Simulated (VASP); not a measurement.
# Ti (P6_3/mmc) in VASP: notebook, part 2 of 2

VASP 6.6.1. Earlier steps stand in the parts before.

## (3) Single point, PBE (strain +0.080 along x and y, -0.040 along z)

Contents of INCAR:

```
ALGO     = Fast           # electronic algorithm
EDIFF    = 1E-6           # SCF threshold, eV
ENCUT    = 520            # plane-wave cutoff, eV
GGA      = PE             # functional
ISIF     = 2              # what is computed and relaxed
ISMEAR   = 0              # smearing method
LASPH    = True           # aspherical terms in the spheres
LCHARG   = True           # write CHGCAR
LELF     = True           # ELF
LREAL    = False          # projectors in reciprocal space
LVHAR    = True         
LWAVE    = False          # write WAVECAR
NBANDS   = 19             # bands
NELM     = 80             # most SCF steps
PREC     = Accurate       # precision mode
SIGMA    = 0.15           # smearing width, eV
```

Contents of KPOINTS:

```
k-points
0
Gamma
  24 24 14
```

Contents of POSCAR:

```
Ti
1.0
    3.1735347062      0.0000000000      0.0000000000
   -1.5867673531      2.7483616754      0.0000000000
    0.0000000000      0.0000000000      4.4646086540
Ti
2
Direct
    0.3333333333      0.6666666667      0.2500000000
    0.6666666667      0.3333333333      0.7500000000
```

Potentials or basis: VASP PAW PBE potentials, release 64 (Ti_sv).

On the command line:

```
cat potpaw_PBE.64/Ti_sv/POTCAR > POTCAR
mpirun -np 1 vasp_std > vasp.out
```

OUTCAR:

```text
EDIFF = 1E-6
   ENCUT = 520
   GGA = PE
   ISIF = 2
   ISMEAR = 0
   LASPH = True
   LREAL = False
   NELM = 80
   PREC = Accurate

 ion  position               nearest neighbor table
   1  0.333  0.667  0.250-   2 2.89   2 2.89   2 2.89   2 2.89   2 2.89   2 2.89
   2  0.667  0.333  0.750-   1 2.89   1 2.89   1 2.89   1 2.89   1 2.89   1 2.89

  LATTYP: Found a hexagonal cell.
 ALAT       =     3.1735347062
 C/A-ratio  =     1.4068252177

  Lattice vectors:

 A1 = (   3.1735347062,   0.0000000000,   0.0000000000)
 A2 = (  -1.5867673531,   2.7483616754,   0.0000000000)
 A3 = (   0.0000000000,   0.0000000000,   4.4646086540)

Analysis of symmetry for initial positions (statically):
=====================================================================
 Subroutine PRICEL returns:
 Original cell was already a primitive cell.

 Routine SETGRP: Setting up the symmetry group for a
 hexagonal supercell.

 Subroutine GETGRP returns: Found 24 space group operations
 (whereof 12 operations were pure point group operations)
 out of a pool of 24 trial point group operations.

The static configuration has the point symmetry D_3d.
 The point group associated with its full space group is D_6h.

Analysis of symmetry for dynamics (positions and initial velocities):
=====================================================================
 Subroutine PRICEL returns:
 Original cell was already a primitive cell.

 Routine SETGRP: Setting up the symmetry group for a
 hexagonal supercell.

 Subroutine GETGRP returns: Found 24 space group operations
 (whereof 12 operations were pure point group operations)
 out of a pool of 24 trial point group operations.

The dynamic configuration has the point symmetry D_3d.
 The point group associated with its full space group is D_6h.

 Subroutine INISYM returns: Found 24 space group operations
 (whereof 12 operations are pure point group operations),
 and found     1 'primitive' translations

----------------------------------------------------------------------------------------

                                     Primitive cell

  volume of cell :      38.9404

  direct lattice vectors                    reciprocal lattice vectors
     3.173534706  0.000000000  0.000000000     0.315106054  0.181926565  0.000000000
    -1.586767353  2.748361675  0.000000000     0.000000000  0.363853131  0.000000000
     0.000000000  0.000000000  4.464608654     0.000000000  0.000000000  0.223983797

  length of vectors
     3.173534706  3.173534706  4.464608654     0.363853131  0.363853131  0.223983797

  position of ions in fractional coordinates (direct lattice)
     0.333333333  0.666666667  0.250000000
     0.666666667  0.333333333  0.750000000

  ion indices of the primitive-cell ions
   primitive index   ion index
                 1           1
                 2           2

----------------------------------------------------------------------------------------

 KPOINTS: k-points

Automatic generation of k-mesh.
 Grid dimensions read from file:
 generate k-points for:   24   24   14

 Generating k-lattice:

  Cartesian coordinates                     Fractional coordinates (reciprocal lattice)
     0.013129419  0.007580274  0.000000000     0.041666667  0.000000000  0.000000000
     0.000000000  0.015160547  0.000000000     0.000000000  0.041666667  0.000000000
     0.000000000  0.000000000  0.015998843     0.000000000  0.000000000  0.071428571

  Length of vectors
     0.015160547  0.015160547  0.015998843

  Shift w.r.t. Gamma in fractional coordinates (k-lattice)
     0.000000000  0.000000000  0.000000000

 Subroutine IBZKPT returns following result:
 ===========================================

 Found    488 irreducible k-points:

 Following reciprocal coordinates:
            Coordinates               Weight
  0.000000  0.000000  0.000000      1.000000
  0.041667 -0.000000  0.000000      6.000000
  0.083333 -0.000000  0.000000      6.000000
  0.125000  0.000000  0.000000      6.000000
  0.166667  0.000000  0.000000      6.000000
  0.208333 -0.000000  0.000000      6.000000
[... 16 lines left out ...]
  0.416667  0.041667  0.000000     12.000000
  0.458333  0.041667  0.000000     12.000000
 [... further k-points ...]
   k-points           NKPTS =    488   k-points in BZ     NKDIM =    488   number of bands    NBANDS=     19
   number of dos      NEDOS =    301   number of ions     NIONS =      2
   total plane-waves  NPLWV =  20736
   dimension x,y,z NGX =    24 NGY =   24 NGZ =   36
   dimension x,y,z NGXF=    48 NGYF=   48 NGZF=   72
   ions per type =               2
   NGX,Y,Z   is equivalent  to a cutoff of  12.57, 12.57, 13.41 a.u.
   NGXF,Y,Z  is equivalent  to a cutoff of  25.14, 25.14, 26.81 a.u.
 SYSTEM =  unknown system
   PREC   = accura    normal or accurate (medium, high low for compatibility)
   ISTART =      0    job   : 0-new  1-cont  2-samecut
   ICHARG =      2    charge: 1-file 2-atom 10-const
   ISPIN  =      1    spin polarized calculation?
   LNONCOLLINEAR =      F non collinear calculations
   LSORBIT =      F    spin-orbit coupling
   LASPH  =      T    aspherical Exc in radial PAW
   ENCUT  =  520.0 eV  38.22 Ry    6.18 a.u.   5.90  5.90  8.30*2*pi/ulx,y,z
   NELM   =     80;   NELMIN=  2; NELMDL= -5     # of ELM steps
   EDIFF  = 0.1E-05   stopping-criterion for ELM
   LREAL  =      F    real-space projection
   EDIFFG = 0.1E-04   stopping-criterion for IOM
   NSW    =      0    number of steps for IOM
   IBRION =     -1    ionic relax: 0-MD 1-quasi-New 2-CG
   NFREE  =      0    steps in history (QN), initial steepest desc. (CG)
   ISIF   =      2    stress and relaxation
   ISYM   =      2    0-nonsym 1-usesym 2-fastsym
   POTIM  = 0.5000    time-step for ionic-motion
   TEBEG  =    0.0;   TEEND  =   0.0 temperature during run
   PSTRESS=    0.0 pullay stress
   NELECT =      24.0000    total number of electrons
   NUPDOWN=      -1.0000    fix difference up-down
   EMIN   =  10.00;   EMAX   =-10.00  energy-range for DOS
   EFERMI =   0.00;   METHOD = LEGACY
   ISMEAR =     0;   SIGMA  =   0.15  broadening in eV -4-tet -1-fermi 0-gaus
   EFERMI_NEDOS =   21; number of points for ismear=-14 and -15
   IALGO  =     68    algorithm
   IMIX   =      4    mixing-type and parameters
     AMIX     =   0.40;   BMIX     =  1.00
     AMIX_MAG =   1.60;   BMIX_MAG =  1.00
  volume/ion in A,a.u.               =      19.47       131.39
  Fermi-wavevector in a.u.,A,eV,Ry     =   1.393194  2.632756 26.408783  1.940991
  Thomas-Fermi vector in A             =   2.516864
   LORBIT       =      0    0 simple, 1 ext, 2 COOP (PROOUT), +10 PAW based schemes
   GGA     = PE    functional components
   LHFCALC =     F    Hartree Fock is set to
   AEXX    =    0.0000 exact exchange contribution
   IVDW    =     0    specifies the selected vdW correction
   LEPSILON=     F    determine dielectric tensor
   LRPA    =     F    only Hartree local field effects (RPA)
 non-spin polarized calculation
 RMM-DIIS sequential band-by-band and
 Gauss-broadening in eV      SIGMA  =   0.15
  energy-cutoff  :      520.00
  volume of cell :       38.94
 maximum number of plane-waves:      1066
 NGX is ok and might be reduce to    24
   NGX = 11   NGY = 11   NGZ = 17

 number of electron      24.0000000 magnetization

 Free energy of the ion-electron system (eV)
  ---------------------------------------------------
  ext. energy  EPLUGINS =         0.00000000
  ---------------------------------------------------
  free energy    TOTEN  =       -15.44592420 eV

  energy without entropy =      -15.41615937  energy(sigma->0) =      -15.43104178

 E-fermi :   7.1659     XC(G=0): -10.9600

 val. band max:        7.1648772095   @ k =   0.1250   0.0417   0.0714
 cond. band min:       7.1698850631   @ k =   0.5000   0.0000   0.0000
 fundamental gap:      0.0050078536
 Fermi energy:         7.1659161782

 k-point     1 :       0.0000    0.0000    0.0000
  band No.  band energies     occupation
      1     -49.8976      2.00000
      2     -49.7692      2.00000
      3     -26.4285      2.00000
      4     -25.9826      2.00000
      5     -25.9826      2.00000
      6     -25.8561      2.00000
[... 11 lines left out ...]
     18       8.7952      0.00000
     19       9.9044      0.00000
[... 485 lines left out ...]
 k-point    24 :       0.4583    0.0417    0.0000
  band No.  band energies     occupation
      1     -49.8278      2.00000
      2     -49.7855      2.00000
      3     -26.2005      2.00000
      4     -26.1944      2.00000
      5     -26.0717      2.00000
      6     -26.0680      2.00000
[... 11 lines left out ...]
     18      10.4715      0.00000
     19      10.7247      0.00000

 [... further k-points ...]

------------------------ aborting loop because EDIFF is reached ----------------------------------------

  FORCE on cell =-STRESS in cart. coord.  units (eV):
  Direction    XX          YY          ZZ          XY          YZ          ZX
  --------------------------------------------------------------------------------------
  -------------------------------------------------------------------------------------
  Total       -3.1004354     -3.1004354     -0.9514379      0.0000000      0.0000000      0.0000000
  in kB     -127.5653530   -127.5653530    -39.1462811      0.0000000      0.0000000      0.0000000
  external PRESSURE =     -98.0923291 kB  Pullay stress =       0.0000000 kB

 VOLUME and BASIS-vectors are now :
 -----------------------------------------------------------------------------
  energy-cutoff  :      520.00
  volume of cell :       38.94
      direct lattice vectors                 reciprocal lattice vectors
     3.173534706  0.000000000  0.000000000     0.315106054  0.181926565  0.000000000
    -1.586767353  2.748361675  0.000000000     0.000000000  0.363853131  0.000000000
     0.000000000  0.000000000  4.464608654     0.000000000  0.000000000  0.223983797

 POSITION                                       TOTAL-FORCE (eV/Angst)
 -----------------------------------------------------------------------------------
     -0.00000      1.83224      1.11615         0.000000     -0.000000      0.000000
      1.58677      0.91612      3.34846        -0.000000      0.000000      0.000000
 -----------------------------------------------------------------------------------
    total drift:                               -0.000000      0.000000     -0.000000

  FREE ENERGIE OF THE ION-ELECTRON SYSTEM (eV)
  ---------------------------------------------------
  free  energy   TOTEN  =       -15.4459242019 eV

  energy  without entropy=      -15.4161593663  energy(sigma->0) =      -15.43104178
```

Run time: 21 min. Hardware: 1 thread of Intel Xeon 8259CL, shared host; peak memory 0.39 GiB.

Results:

```
Free energy            : -15.4459 eV
Pressure               : -9.8 GPa
Band gap on the k mesh : zero (bands 12 and 13 overlap by 0.99 eV)
```

Caveat: the cell differs from its parent crystal (strain +0.080 along x and y, -0.040 along z); the cell stands under tension.
